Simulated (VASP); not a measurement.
Write the native input for VASP 6.6.1 that does the following.

```
Task                   : relaxation of the atoms
Functional             : PBE
Potentials or basis    : VASP PAW PBE potentials, release 64 (Cd, S)
Cutoff                 : 520 eV
k mesh                 : 13 × 13 × 13
Occupations            : fermi-dirac, width 0.02 eV
Spin                   : no spin polarisation
Dipole correction      : no
Further INCAR settings : ALGO = Normal; EDIFF = 1e-06; IBRION = 2; EDIFFG = -0.02; NSW = 80
```

The structure of CdS (Hawleyite) lies in POSCAR:

```
CdS
1.0
    0.0000000000      2.8770830059      2.8770830059
    2.8770830059      0.0000000000      2.8770830059
    2.8770830059      2.8770830059      0.0000000000
Cd S
1 1
Direct
    0.0000000000      0.0000000000      0.0000000000
    0.2500000000      0.2500000000      0.2500000000
```

This cell differs from its parent crystal: volume scaled by 0.96.

These files were run (other wordings do the same):

INCAR

```
SYSTEM = CdS
ALGO = Normal ; EDIFF = 1E-6
EDIFFG = -0.02 ; ENCUT = 520
GGA = PE ; IBRION = 2
ISIF = 2 ; ISMEAR = -1
LASPH = .TRUE. ; LCHARG = .FALSE.
LREAL = .FALSE. ; LWAVE = .FALSE.
NELM = 80 ; NSW = 80
PREC = Accurate ; SIGMA = 0.02
```

KPOINTS

```
k-points
0
G
  13 13 13
  0 0 0
```

Potentials or basis: VASP PAW PBE potentials, release 64 (Cd, S).

Launch:

```bash
$ cat potpaw_PBE.64/Cd/POTCAR potpaw_PBE.64/S/POTCAR > POTCAR
$ mpirun -np 1 vasp_std > vasp.out
```

It gave:

```json
{
  "Pressure after relaxing": "6.2 GPa",
  "Band gap on the k mesh": "1.24 eV, direct"
}
```

Caveat: the relaxation stopped at its first step, so nothing moved.

It took 32 s on 1 thread of Intel Xeon 6975P-C (shared host), peak memory 0.2 GiB.
